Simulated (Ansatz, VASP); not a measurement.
# CuO in VASP and in Ansatz

File INCAR:

```
ALGO = Normal
EDIFF = 1E-6
ENCUT = 520
GGA = PS
ISIF = 2
ISMEAR = -1
LASPH = True
LCHARG = True
LDAU = True
LDAUJ = 0 0
LDAUL = 2 -1
LDAUPRINT = 1
LDAUTYPE = 2
LDAUU = 5.3 0
LELF = True
LMAXMIX = 4
LREAL = False
LVHAR = True
LWAVE = False
NBANDS = 44
NELM = 150
PREC = Accurate
SIGMA = 0.05
```

File KPOINTS:

```
k-points
0
Gamma
  9 5 5
```

POSCAR

```
CuO
1.0
   -2.3418500000      1.7113000000      0.0000000000
    0.8500300000      0.0000000000     -5.0578700000
   -2.3418500000     -5.1339000000      0.0000000000
Cu O
4 4
Direct
    0.2479969100      0.0006014900      0.2432966400
    0.7479969100      0.0006014900      0.7432966400
    0.9979969100      0.5006014900      0.4932966400
    0.4979969100      0.5006014900      0.9932966400
    0.7071969100      0.7506014900      0.2840966400
    0.2071969100      0.7506014900      0.7840966400
    0.7887969100      0.2506014900      0.2024966400
    0.3048216600      0.2457895500      0.7561235500
```

Contents of input.yaml:

```yaml
crystal:
  lattice:
    - [-2.34185, 1.7113, 0.0]
    - [0.85003, 0.0, -5.05787]
    - [-2.34185, -5.1339, 0.0]
  atoms:
    - { symbol: Cu, position: [0.24799691, 0.00060149, 0.24329664] }
    - { symbol: Cu, position: [0.74799691, 0.00060149, 0.74329664] }
    - { symbol: Cu, position: [0.99799691, 0.50060149, 0.49329664] }
    - { symbol: Cu, position: [0.49799691, 0.50060149, 0.99329664] }
    - { symbol: O, position: [0.70719691, 0.75060149, 0.28409664] }
    - { symbol: O, position: [0.20719691, 0.75060149, 0.78409664] }
    - { symbol: O, position: [0.78879691, 0.25060149, 0.20249664] }
    - { symbol: O, position: [0.30482166, 0.24578955, 0.75612355] }
hamiltonian:
  xc: pbesol
  pseudopotentials: { kind: paw }
  hubbard: { sites: [{ species: Cu, l: d, u_eff: 5.3 }] }
kpoints:
  mp_grid: { grid: [9, 5, 5] }
  band_path:
    path:
      - [[0.0, 0.0, -0.5], [0.0, 0.0, 0.0], [0.0, 0.5, 0.0]]
      - [[0.0, 0.5, -0.5], [0.0, 0.0, 0.0], [0.5, -0.5, 0.0]]
      - [[0.5, -0.5, -0.5], [0.0, 0.0, 0.0], [0.5, 0.0, 0.0]]
      - [[0.5, 0.0, -0.5], [0.0, 0.0, 0.0]]
    npoints: 10
scf:
  occupations: { method: fermi_dirac, width: 0.05 }
  n_extra_bands: 20
output:
  forces: true
  stress: true
  eigenvalues: true
  fatbands: false
```

Alike in both runs: functional PBEsol; k mesh 9 × 5 × 5; occupations fermi-dirac, width 0.05 eV; no spin polarisation; Hubbard terms Cu d U = 5.3 eV.

```csv
,VASP,Ansatz
version,VASP 6.6.1,Ansatz 0.2.0
potentials or method,"VASP PAW PBE potentials, release 64 (Cu, O)",Ansatz PAW
plane-wave cutoff (eV),520,420
valence electrons in the cell,68,100
task,single point,band structure
```

```tsv
	VASP	Ansatz	Ansatz less VASP
gap on the k mesh at the Fermi level (eV)	none	none	-
pressure (GPa)	-3.3	3.1	+6.41
traceless stress, the component that is largest in VASP (GPa)	2.41	2.09	-0.320
rms of the force components (eV/Å)	0.678	0.766	+0.0879
```

VASP's potentials were made for PBE, not for PBEsol. The programs project onto different local orbitals, so the same U acts differently, and such runs can settle in different states. Atom by atom the forces differ by 0.118 eV/Å (rms over components). A gap of «none» marks a metal or a gap that the smearing closes. VASP's potentials hold 68 valence electrons a cell and Ansatz's 100, so a difference there can come from the potentials and not from the codes.
